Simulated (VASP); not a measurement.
YTlO2: single point with LDA

Crystal: YTlO2.

```
Y Tl O
1.0
     1.75623    1.01396    6.66308
    -1.75623    1.01396    6.66308
     0.00000   -2.02792    6.66308
Y Tl O
1 1 2
Direct
  0.50000 0.50000 0.50000
  0.00000 0.00000 0.00000
  0.77568 0.77568 0.77568
  0.22432 0.22432 0.22432
```

This cell differs from its parent crystal: strain +0.0250 x Voigt [0, 0, 1, 0, 0, 0].

```json
{"Program": "VASP 6.6.1", "Task": "single point", "Functional": "LDA", "Potentials or basis": "VASP PAW LDA potentials, release 64 (Y_sv, Tl_d, O)", "Cutoff": "520 eV", "k mesh": "9 × 9 × 9", "Occupations": "gaussian, width 0.05 eV", "Spin": "no spin polarisation", "Dipole correction": "no", "Further INCAR settings": "ALGO = Normal; EDIFF = 1e-07; NBANDS = 26"}
```

```
Pressure               : -9.8 GPa
Largest force          : 0.518 eV/Å
Band gap on the k mesh : 1.55 eV (least direct gap 1.86 eV)
```

Forces on the atoms (eV/Å):
```
Y    0.000  0.000  0.000
Tl   0.000  0.000  0.000
O    0.000  0.000  0.518
O    0.000  0.000 -0.518
```

Stress tensor (GPa, compression positive):
```
 -9.30   0.00   0.00
  0.00  -9.30   0.00
  0.00   0.00 -10.78
```

Levels at points of the mesh, in eV from the valence-band top:
| k point | band 16 | band 17 | band 18 | band 19 | band 20 | band 21 |
| --- | --- | --- | --- | --- | --- | --- |
| (0.00, 0.00, 0.00) | -1.72 | -0.64 | -0.64 | 4.07 | 5.50 | 5.50 |

It took 17 min on 1 thread of Oxide Virtual Turin-like Processor, with other jobs on the host, peak memory 0.41 GiB.

Caveat: the cell differs from its parent crystal (strain +0.0250 x Voigt [0, 0, 1, 0, 0, 0]); the cell stands under tension; spin-orbit coupling is left out, which moves the levels of the heavy elements. A k mesh can miss the band edges.
